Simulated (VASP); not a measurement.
# Sr (I4/mmm) in VASP: single point with PBEsol

Aim: the single point of Sr with PBEsol.

Everything below comes from runs of VASP 6.6.1. Logs are shortened: lines on timing, memory, paths and dates and some standing lists are left out, and cuts for length are marked.

### Step 1. The cell of the first run

The structure is tetragonal, space group I4/mmm (No. 139). The conventional cell has a = 4.233 Å, b = 4.233 Å, c = 6.286 Å, α = 90.00°, β = 90.00°, γ = 90.00°. Within 5.6 Å of Sr (site symmetry 4/mmm) lie 12 Sr at 4.23 to 4.34 Å.

### Step 2. Single point, PBEsol

INCAR reads:

```
PREC = Accurate
ENCUT = 520
EDIFF = 1E-6
ISMEAR = 0
SIGMA = 0.03
LREAL = False
LASPH = True
NELM = 60
ALGO = Normal
ISIF = 2
LWAVE = False
LCHARG = False
GGA = PS
NBANDS = 11
```

KPOINTS reads:

```
Automatic mesh
0
Gamma
  10 10 10
```

POSCAR reads:

```
Sr
1.0
    0.0000000000      2.9932712564      3.1429348193
    2.9932712564      0.0000000000      3.1429348193
    2.9932712564      2.9932712564      0.0000000000
Sr
1
Direct
    0.0000000000      0.0000000000      0.0000000000
```

Potentials or basis: VASP PAW PBE potentials, release 64 (Sr_sv).

Started as:

```bash
$ cat potpaw_PBE.64/Sr_sv/POTCAR > POTCAR
$ mpirun -np 1 vasp_std > vasp.out
```

OUTCAR:

```text
PREC = Accurate
   ENCUT = 520
   EDIFF = 1E-6
   ISMEAR = 0
   LREAL = False
   LASPH = True
   NELM = 60
   ISIF = 2
   GGA = PS

 ion  position               nearest neighbor table
   1  0.000  0.000  0.000-

  LATTYP: Found a body centered tetragonal cell.
 ALAT       =     4.2331248067
 C/A-ratio  =     1.4849242405

  Lattice vectors:

 A1 = (  -2.9932712564,   0.0000000000,   3.1429348193)
 A2 = (   2.9932712564,   0.0000000000,   3.1429348193)
 A3 = (   0.0000000000,   2.9932712564,  -3.1429348193)

Analysis of symmetry for initial positions (statically):
=====================================================================
 Subroutine PRICEL returns:
 Original cell was already a primitive cell.

 Routine SETGRP: Setting up the symmetry group for a
 body centered tetragonal supercell.

 Subroutine GETGRP returns: Found 16 space group operations
 (whereof 16 operations were pure point group operations)
 out of a pool of 16 trial point group operations.

The static configuration has the point symmetry D_4h.

Analysis of symmetry for dynamics (positions and initial velocities):
=====================================================================
 Subroutine PRICEL returns:
 Original cell was already a primitive cell.

 Routine SETGRP: Setting up the symmetry group for a
 body centered tetragonal supercell.

 Subroutine GETGRP returns: Found 16 space group operations
 (whereof 16 operations were pure point group operations)
 out of a pool of 16 trial point group operations.

The dynamic configuration has the point symmetry D_4h.

 Subroutine INISYM returns: Found 16 space group operations
 (whereof 16 operations are pure point group operations),
 and found     1 'primitive' translations

----------------------------------------------------------------------------------------

                                     Primitive cell

  volume of cell :      56.3193

  direct lattice vectors                    reciprocal lattice vectors
     0.000000000  2.993271256  3.142934819    -0.167041326  0.167041326  0.159086977
     2.993271256  0.000000000  3.142934819     0.167041326 -0.167041326  0.159086977
     2.993271256  2.993271256  0.000000000     0.167041326  0.167041326 -0.159086977

  length of vectors
     4.340243322  4.340243322  4.233124807     0.284805680  0.284805680  0.284805680

  position of ions in fractional coordinates (direct lattice)
     0.000000000  0.000000000  0.000000000

[... 81 lines left out ...]
   ISIF   =      2    stress and relaxation
   ISYM   =      2    0-nonsym 1-usesym 2-fastsym
   POTIM  = 0.5000    time-step for ionic-motion
   TEBEG  =    0.0;   TEEND  =   0.0 temperature during run
   PSTRESS=    0.0 pullay stress
   NELECT =      10.0000    total number of electrons
   NUPDOWN=      -1.0000    fix difference up-down
   EMIN   =  10.00;   EMAX   =-10.00  energy-range for DOS
   EFERMI =   0.00;   METHOD = LEGACY
   ISMEAR =     0;   SIGMA  =   0.03  broadening in eV -4-tet -1-fermi 0-gaus
   EFERMI_NEDOS =   21; number of points for ismear=-14 and -15
   IALGO  =     38    algorithm
   IMIX   =      4    mixing-type and parameters
     AMIX     =   0.40;   BMIX     =  1.00
     AMIX_MAG =   1.60;   BMIX_MAG =  1.00
  volume/ion in A,a.u.               =      56.32       380.06
  Fermi-wavevector in a.u.,A,eV,Ry     =   0.920144  1.738819 11.519569  0.846664
  Thomas-Fermi vector in A             =   2.045416
   LORBIT       =      0    0 simple, 1 ext, 2 COOP (PROOUT), +10 PAW based schemes
   GGA     = PS    functional components
   LHFCALC =     F    Hartree Fock is set to
   AEXX    =    0.0000 exact exchange contribution
   IVDW    =     0    specifies the selected vdW correction
   LEPSILON=     F    determine dielectric tensor
   LRPA    =     F    only Hartree local field effects (RPA)
 non-spin polarized calculation
 Gauss-broadening in eV      SIGMA  =   0.03
  energy-cutoff  :      520.00
  volume of cell :       56.32
 maximum number of plane-waves:      1532
   NGX = 17   NGY = 17   NGZ = 15

 number of electron      10.0000000 magnetization

 Free energy of the ion-electron system (eV)
  ---------------------------------------------------
  ext. energy  EPLUGINS =         0.00000000
  ---------------------------------------------------
  free energy    TOTEN  =        -1.82424387 eV

  energy without entropy =       -1.82303364  energy(sigma->0) =       -1.82363876

 E-fermi :   1.4474     XC(G=0):  -7.3580

 val. band max:        1.4463925063   @ k =  -0.4000   0.2000   0.1000
 cond. band min:       1.4645537343   @ k =  -0.3000   0.4000   0.2000
 fundamental gap:      0.0181612280
 Fermi energy:         1.4474354624

 k-point     1 :       0.0000    0.0000    0.0000
  band No.  band energies     occupation
      1     -35.1699      2.00000
      2     -17.0778      2.00000
      3     -17.0731      2.00000
      4     -17.0731      2.00000
      5      -2.2047      2.00000
      6       3.5587      0.00000
      7       3.8179      0.00000
      8       3.8179      0.00000
      9       4.9360      0.00000
     10       5.3574      0.00000
     11       8.4777      0.00000
[... 309 lines left out ...]
 k-point    24 :       0.4000    0.3000    0.0000
  band No.  band energies     occupation
      1     -35.1579      2.00000
      2     -17.2112      2.00000
      3     -17.1248      2.00000
      4     -17.1164      2.00000
      5      -0.0688      2.00000
      6       2.0964      0.00000
      7       2.5827      0.00000
      8       4.9726      0.00000
      9       5.2775      0.00000
     10       6.1219      0.00000
     11       7.5814      0.00000

 [... further k-points ...]

------------------------ aborting loop because EDIFF is reached ----------------------------------------

  FORCE on cell =-STRESS in cart. coord.  units (eV):
  Direction    XX          YY          ZZ          XY          YZ          ZX
  --------------------------------------------------------------------------------------
  -------------------------------------------------------------------------------------
  Total       -0.2879333     -0.2879333     -0.3705501      0.0000000     -0.0000000      0.0000000
  in kB       -8.1911517     -8.1911517    -10.5414425      0.0000000     -0.0000000      0.0000000
  external PRESSURE =      -8.9745820 kB  Pullay stress =       0.0000000 kB

 VOLUME and BASIS-vectors are now :
 -----------------------------------------------------------------------------
  energy-cutoff  :      520.00
  volume of cell :       56.32
      direct lattice vectors                 reciprocal lattice vectors
     0.000000000  2.993271256  3.142934819    -0.167041326  0.167041326  0.159086977
     2.993271256  0.000000000  3.142934819     0.167041326 -0.167041326  0.159086977
     2.993271256  2.993271256  0.000000000     0.167041326  0.167041326 -0.159086977

 POSITION                                       TOTAL-FORCE (eV/Angst)
 -----------------------------------------------------------------------------------
      0.00000      0.00000      0.00000        -0.000000      0.000000      0.000000
 -----------------------------------------------------------------------------------
    total drift:                                0.000000      0.000000      0.000000

  FREE ENERGIE OF THE ION-ELECTRON SYSTEM (eV)
  ---------------------------------------------------
  free  energy   TOTEN  =        -1.8242438744 eV

  energy  without entropy=       -1.8230336419  energy(sigma->0) =       -1.82363876
```

stdout:

```text
POSCAR found type information on POSCAR Sr
 POSCAR found :  1 types and       1 ions
 scaLAPACK will be used
 -----------------------------------------------------------------------------
|                                                                             |
|                                                                             |
|     You enforced a specific xc type in the INCAR file but a different       |
|     I HOPE YOU KNOW WHAT YOU ARE DOING!                                     |
|                                                                             |
 -----------------------------------------------------------------------------

 LDA part: xc-table for (Slater+PW92), standard interpolation
 POSCAR, INCAR and KPOINTS ok, starting setup
 FFT: planning ... GRIDC
 FFT: planning ... GRID_SOFT
 FFT: planning ... GRID
 WAVECAR not read
 entering main loop
```

Wall time 51 s (1 thread of Intel Xeon 8259CL, shared host); peak memory 0.21 GiB.

Results:

- Free energy: -1.8242 eV
- Pressure: -0.9 GPa
- Band gap on the k mesh: zero (bands 5 and 6 overlap by 0.04 eV)

Stress tensor (GPa, compression positive):
```
-0.82  0.00  0.00
 0.00 -0.82  0.00
 0.00  0.00 -1.05
```

Levels at points of the mesh, in eV from the Fermi level:
```
           k point  band 1  band 2  band 3  band 4  band 5  band 6  band 7  band 8  band 9  band 10
(0.00, 0.00, 0.00)  -36.62  -18.53  -18.52  -18.52   -3.65    2.11    2.37    2.37    3.49     3.91
(0.50, 0.00, 0.00)  -36.60  -18.70  -18.56  -18.54   -1.15    0.02    1.97    2.29    4.65     4.79
(0.50, 0.50, 0.00)  -36.60  -18.69  -18.58  -18.58   -0.75    0.40    0.71    4.77    5.02     5.02
(0.50, 0.00, 0.50)  -36.60  -18.69  -18.60  -18.59   -0.60    0.30    1.11    4.66    4.87     4.98
```

Caveat: the PAW data sets were made with another functional, which shifts forces and pressure a little.
